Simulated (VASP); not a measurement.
Here is a VASP 6.6.1 calculation.

The input INCAR:

```
ALGO = Normal
EDIFF = 1E-7
ENCUT = 520
GGA = CA
ISIF = 2
ISMEAR = 0
LASPH = True
LCHARG = True
LELF = True
LREAL = False
LVHAR = True
LWAVE = False
NBANDS = 18
NELM = 100
PREC = Accurate
SIGMA = 0.1
```

File KPOINTS:

```
k-points
0
Gamma
  6 6 6
```

Contents of POSCAR:

```
SrTeO
1.0
   -2.0312406015      2.0312406015      3.7477819549
    2.0312406015     -2.0312406015      3.7477819549
    2.0312406015      2.0312406015     -3.7477819549
Sr Te O
1 1 1
Direct
    0.0000000000      0.0000000000      0.0000000000
    0.3970000000      0.3970000000      0.0000000000
    0.6030000000      0.6030000000      0.0000000000
```

Potentials or basis: VASP PAW LDA potentials, release 64 (Sr_sv, Te, O).

The run is started by

```console
$ cat potpaw_LDA.64/Sr_sv/POTCAR potpaw_LDA.64/Te/POTCAR potpaw_LDA.64/O/POTCAR > POTCAR
$ mpirun -np 1 vasp_std > vasp.out
```

Problem. Estimate the pressure.

Solution. 43.2 GPa.

Problem. Predict the largest force.

Solution. 25.920 eV/Å.

Problem. Predict the band gap on the k mesh.

Solution. Zero (band 11 reaches 6.39 eV, above the bottom of band 12 at 6.24 eV).

Forces on the atoms (eV/Å):
```
Sr    0.000   0.000  -0.317
Te    0.000   0.000 -25.602
O     0.000   0.000  25.920
```

Caveat: the k points lie up to 0.36 Å⁻¹ apart; spin-orbit coupling is left out, which moves the levels of the heavy elements; forces of over 1 eV/Å act on the atoms, so gaps and moduli don't describe the material at rest.
